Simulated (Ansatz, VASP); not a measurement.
## Two plane-wave programs on ZrO2

```
Zr O
1.0
     0.00000    2.48325    2.48325
     2.48325    0.00000    2.48325
     2.48325    2.48325    0.00000
Zr O
1 2
Direct
  0.00000 0.00000 0.00000
  0.25000 0.25000 0.25000
  0.75000 0.75000 0.75000
```

Alike in both runs: task single point; functional PBE; k mesh 6 × 6 × 6; no spin polarisation.

|  | VASP | Ansatz |
| --- | --- | --- |
| version | VASP 6.6.1 | Ansatz 0.2.0 |
| potentials or method | VASP PAW PBE potentials, release 64 (Zr_sv, O), cutoff 600 eV | plane waves, PAW |
| occupations | gaussian, width 0.01 eV | fixed |
| valence electrons in the cell | 24 | 24 |

Ansatz gave:

| Item | Value |
| --- | --- |
| pressure (GPa) | 25.3 |

Task: What did VASP give for the same quantities?

Result: Pressure (GPa): 25.5.
